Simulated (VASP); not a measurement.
# Bi (Im-3m) in VASP: further runs

The runs below take Bi through single point, relaxation of cell and atoms, with r2SCAN.

Everything below comes from runs of VASP 6.6.1. Logs are shortened: lines on timing, memory, paths and dates and some standing lists are left out, and cuts for length are marked.

## 1. The cell of the first run

It takes space group Im-3m (No. 229, cubic). Conventional cell: a = 3.543 Å, b = 3.543 Å, c = 3.543 Å, α = 90.00°, β = 90.00°, γ = 90.00°. Within 4.0 Å of Bi (site symmetry m-3m) lie 14 Bi at 3.07 to 3.54 Å.

This isn't the form of Bi at room conditions, which is rhombohedral.

## 2. Single point, r2SCAN

POSCAR

```
Bi
1.0
   -1.7712650195      1.7712650195      1.7712650195
    1.7712650195     -1.7712650195      1.7712650195
    1.7712650195      1.7712650195     -1.7712650195
Bi
1
Direct
    0.0000000000      0.0000000000      0.0000000000
```

INCAR.step1

```
PREC = Accurate
ENCUT = 520
ISMEAR = 0
SIGMA = 0.1
LREAL = False
LASPH = True
NELM = 60
NBANDS = 14
GGA = PE
ALGO = Normal
EDIFF = 1E-4
LWAVE = True
LCHARG = False
```

INCAR.step2

```
PREC = Accurate
ENCUT = 520
EDIFF = 1E-6
ISMEAR = 0
SIGMA = 0.1
LREAL = False
LASPH = True
NELM = 60
ALGO = Normal
ISIF = 2
LWAVE = False
LCHARG = True
METAGGA = R2SCAN
LMIXTAU = True
LELF = True
LVHAR = True
NBANDS = 14
ISTART = 1
```

KPOINTS

```
Automatic mesh
0
Gamma
  8 8 8
```

Potentials or basis: VASP PAW PBE potentials, release 64 (Bi_d).

The run is started by

```bash
> cat potpaw_PBE.64/Bi_d/POTCAR > POTCAR
> cp INCAR.step1 INCAR
> mpirun -np 1 vasp_std > vasp.out
> cp INCAR.step2 INCAR
> mpirun -np 1 vasp_std > vasp.out
```

OUTCAR:

```text
PREC = Accurate
   ENCUT = 520
   EDIFF = 1E-6
   ISMEAR = 0
   LREAL = False
   LASPH = True
   NELM = 60
   ISIF = 2
   METAGGA = R2SCAN
   ISTART = 1

 ion  position               nearest neighbor table
   1  0.000  0.000  0.000-

  LATTYP: Found a body centered cubic cell.
 ALAT       =     3.5425300390

  Lattice vectors:

 A1 = (  -1.7712650195,   1.7712650195,   1.7712650195)
 A2 = (   1.7712650195,  -1.7712650195,   1.7712650195)
 A3 = (   1.7712650195,   1.7712650195,  -1.7712650195)

Analysis of symmetry for initial positions (statically):
=====================================================================
 Subroutine PRICEL returns:
 Original cell was already a primitive cell.

 Routine SETGRP: Setting up the symmetry group for a
 body centered cubic supercell.

 Subroutine GETGRP returns: Found 48 space group operations
 (whereof 48 operations were pure point group operations)
 out of a pool of 48 trial point group operations.

The static configuration has the point symmetry O_h .

Analysis of symmetry for dynamics (positions and initial velocities):
=====================================================================
 Subroutine PRICEL returns:
 Original cell was already a primitive cell.

 Routine SETGRP: Setting up the symmetry group for a
 body centered cubic supercell.

 Subroutine GETGRP returns: Found 48 space group operations
 (whereof 48 operations were pure point group operations)
 out of a pool of 48 trial point group operations.

The dynamic configuration has the point symmetry O_h .

 Subroutine INISYM returns: Found 48 space group operations
 (whereof 48 operations are pure point group operations),
 and found     1 'primitive' translations

----------------------------------------------------------------------------------------

                                     Primitive cell

  volume of cell :      22.2285

  direct lattice vectors                    reciprocal lattice vectors
    -1.771265019  1.771265019  1.771265019     0.000000000  0.282284127  0.282284127
     1.771265019 -1.771265019  1.771265019     0.282284127  0.000000000  0.282284127
     1.771265019  1.771265019 -1.771265019     0.282284127  0.282284127  0.000000000

  length of vectors
     3.067921007  3.067921007  3.067921007     0.399210041  0.399210041  0.399210041

  position of ions in fractional coordinates (direct lattice)
     0.000000000  0.000000000  0.000000000

[... 81 lines left out ...]
   ISIF   =      2    stress and relaxation
   ISYM   =      2    0-nonsym 1-usesym 2-fastsym
   POTIM  = 0.5000    time-step for ionic-motion
   TEBEG  =    0.0;   TEEND  =   0.0 temperature during run
   PSTRESS=    0.0 pullay stress
   NELECT =      15.0000    total number of electrons
   NUPDOWN=      -1.0000    fix difference up-down
   EMIN   =  10.00;   EMAX   =-10.00  energy-range for DOS
   EFERMI =   0.00;   METHOD = LEGACY
   ISMEAR =     0;   SIGMA  =   0.10  broadening in eV -4-tet -1-fermi 0-gaus
   EFERMI_NEDOS =   21; number of points for ismear=-14 and -15
   IALGO  =     38    algorithm
   IMIX   =      4    mixing-type and parameters
     AMIX     =   0.40;   BMIX     =  1.00
     AMIX_MAG =   1.60;   BMIX_MAG =  1.00
  volume/ion in A,a.u.               =      22.23       150.01
  Fermi-wavevector in a.u.,A,eV,Ry     =   1.435936  2.713525 28.054013  2.061912
  Thomas-Fermi vector in A             =   2.555180
   LORBIT       =      0    0 simple, 1 ext, 2 COOP (PROOUT), +10 PAW based schemes
   METAGGA = R2SCAN    functional components
   LHFCALC =     F    Hartree Fock is set to
   AEXX    =    0.0000 exact exchange contribution
   IVDW    =     0    specifies the selected vdW correction
   LEPSILON=     F    determine dielectric tensor
   LRPA    =     F    only Hartree local field effects (RPA)
 non-spin polarized calculation
 Gauss-broadening in eV      SIGMA  =   0.10
  energy-cutoff  :      520.00
  volume of cell :       22.23
 maximum number of plane-waves:       611
   NGX = 11   NGY = 11   NGZ = 11

 number of electron      14.9999994 magnetization

 Free energy of the ion-electron system (eV)
  ---------------------------------------------------
  ext. energy  EPLUGINS =         0.00000000
  ---------------------------------------------------
  free energy    TOTEN  =       -57.40347650 eV

  energy without entropy =      -57.40007393  energy(sigma->0) =      -57.40177522

 E-fermi :  12.7599     XC(G=0): -13.0122

 val. band max:       12.7205465519   @ k =  -0.2500   0.2500   0.1250
 cond. band min:      12.9138302860   @ k =  -0.2500   0.2500   0.2500
 fundamental gap:      0.1932837341
 Fermi energy:        12.7598797187

 k-point     1 :       0.0000    0.0000    0.0000
  band No.  band energies     occupation
      1     -11.4954      2.00000
      2     -11.4954      2.00000
      3     -11.4954      2.00000
      4     -11.0973      2.00000
      5     -11.0973      2.00000
      6      -4.3791      2.00000
      7      21.2258      0.00000
      8      21.2258      0.00000
      9      21.2258      0.00000
     10      23.8451      0.00000
     11      23.8451      0.00000
     12      23.8451      0.00000
     13      27.6481      0.00000
     14      27.6481      0.00000
[... 377 lines left out ...]
      1     -11.4242      2.00000
      2     -11.3108      2.00000
      3     -11.2717      2.00000
      4     -11.1470      2.00000
      5     -10.9824      2.00000
      6       1.1022      2.00000
      7       9.3186      2.00000
      8      12.4789      1.99993
      9      13.8784      0.00000
     10      18.7434      0.00000
     11      24.1850      0.00000
     12      26.9193      0.00000
     13      27.4912      0.00000
     14      31.3967      0.00000

 [... further k-points ...]

------------------------ aborting loop because EDIFF is reached ----------------------------------------

  FORCE on cell =-STRESS in cart. coord.  units (eV):
  Direction    XX          YY          ZZ          XY          YZ          ZX
  --------------------------------------------------------------------------------------
  -------------------------------------------------------------------------------------
  Total        5.6734230      5.6734230      5.6734230     -0.0000000     -0.0000000      0.0000000
  in kB      408.9263700    408.9263700    408.9263700     -0.0000000     -0.0000000      0.0000000
  external PRESSURE =     408.9263700 kB  Pullay stress =       0.0000000 kB

 VOLUME and BASIS-vectors are now :
 -----------------------------------------------------------------------------
  energy-cutoff  :      520.00
  volume of cell :       22.23
      direct lattice vectors                 reciprocal lattice vectors
    -1.771265019  1.771265019  1.771265019     0.000000000  0.282284127  0.282284127
     1.771265019 -1.771265019  1.771265019     0.282284127  0.000000000  0.282284127
     1.771265019  1.771265019 -1.771265019     0.282284127  0.282284127  0.000000000

 POSITION                                       TOTAL-FORCE (eV/Angst)
 -----------------------------------------------------------------------------------
      0.00000      0.00000      0.00000         0.000000      0.000000      0.000000
 -----------------------------------------------------------------------------------
    total drift:                                0.000000      0.000000     -0.000000

  FREE ENERGIE OF THE ION-ELECTRON SYSTEM (eV)
  ---------------------------------------------------
  free  energy   TOTEN  =       -57.4034765001 eV

  energy  without entropy=      -57.4000739335  energy(sigma->0) =      -57.40177522
```

OSZICAR.step1:

```text
N       E                     dE             d eps       ncg     rms          rms(c)
DAV:   1     0.116012317152E+03    0.11601E+03   -0.80163E+03   830   0.142E+03
DAV:   2     0.329742846728E+01   -0.11271E+03   -0.10844E+03   866   0.362E+02
DAV:   3    -0.274918208544E+01   -0.60466E+01   -0.60265E+01  1034   0.796E+01
DAV:   4    -0.286527778453E+01   -0.11610E+00   -0.11606E+00  1010   0.110E+01
DAV:   5    -0.286986638460E+01   -0.45886E-02   -0.45885E-02  1104   0.213E+00    0.766E-01
DAV:   6    -0.285814606303E+01    0.11720E-01   -0.60739E-03  1180   0.125E+00    0.420E-01
DAV:   7    -0.285236837068E+01    0.57777E-02   -0.43241E-03  1270   0.109E+00    0.709E-02
DAV:   8    -0.285222567306E+01    0.14270E-03   -0.37315E-04  1088   0.289E-01    0.804E-03
DAV:   9    -0.285221502943E+01    0.10644E-04   -0.10639E-05   610   0.588E-02
   1 F= -.28522150E+01 E0= -.28498559E+01  d E =-.471817E-02
```

Wall time 12 s (1 thread of Intel Xeon 6975P-C (Granite Rapids), shared host); peak memory 0.14 GiB.

Results:

```
Free energy            : -57.4035 eV
Pressure               : 40.9 GPa
Band gap on the k mesh : zero (an odd number of electrons rules out a gap without spin polarisation)
```

Caveat: the cell stands under pressure; the PAW data sets were made with another functional, which shifts forces and pressure a little; spin-orbit coupling is left out, which moves the levels of the heavy elements.

## 3. Single point, r2SCAN

POSCAR is that of step 2.

INCAR.step1

```
SYSTEM = Bi
PREC = Accurate
ENCUT = 520
ISMEAR = 0
SIGMA = 0.1
LREAL = .False.
LASPH = .True.
NELM = 60
NBANDS = 14
GGA = PE
ALGO = Normal
EDIFF = 1E-4
LWAVE = .True.
LCHARG = .False.
```

INCAR.step2

```
SYSTEM = Bi
PREC = Accurate
ENCUT = 520
EDIFF = 1E-6
ISMEAR = 0
SIGMA = 0.1
LREAL = .False.
LASPH = .True.
NELM = 60
ALGO = Normal
ISIF = 2
LWAVE = .False.
LCHARG = .False.
METAGGA = R2SCAN
LMIXTAU = .True.
NBANDS = 14
ISTART = 1
```

KPOINTS

```
regular mesh
0
Gamma
  8 8 8
  0 0 0
```

Potentials or basis: VASP PAW PBE potentials, release 64 (Bi_d).

The run is started by

```bash
> cat potpaw_PBE.64/Bi_d/POTCAR > POTCAR
> cp INCAR.step1 INCAR
> mpirun -np 1 vasp_std > vasp.out
> cp INCAR.step2 INCAR
> mpirun -np 1 vasp_std > vasp.out
```

Run time: 12 s. Hardware: 1 thread of Intel Xeon 6975P-C (Granite Rapids), shared host; peak memory 0.14 GiB.

The run converged. Its results:

```yaml
Free_energy: -57.4035 eV
Pressure: 40.9 GPa
Band_gap_on_the_k_mesh: zero (an odd number of electrons rules out a gap without spin polarisation)
```

Levels at points of the mesh, in eV from the Fermi level:
```
           k point  band 5  band 6  band 7  band 8  band 9  band 10  band 11  band 12
(0.00, 0.00, 0.00)  -23.86  -17.14    8.47    8.47    8.47    11.09    11.09    11.09
(0.50, 0.00, 0.00)  -23.61  -11.42   -7.67    2.36    4.58     8.20     9.15    15.68
(0.50, 0.50, 0.50)  -23.67   -7.04   -2.86   -2.86   -2.86     3.74     3.74    17.10
```

Caveat: the cell stands under pressure; the PAW data sets were made with another functional, which shifts forces and pressure a little; spin-orbit coupling is left out, which moves the levels of the heavy elements.

(Part 1 of 2 ends here.)

The gap in the log of VASP goes by the Fermi energy; the results here count the filled bands.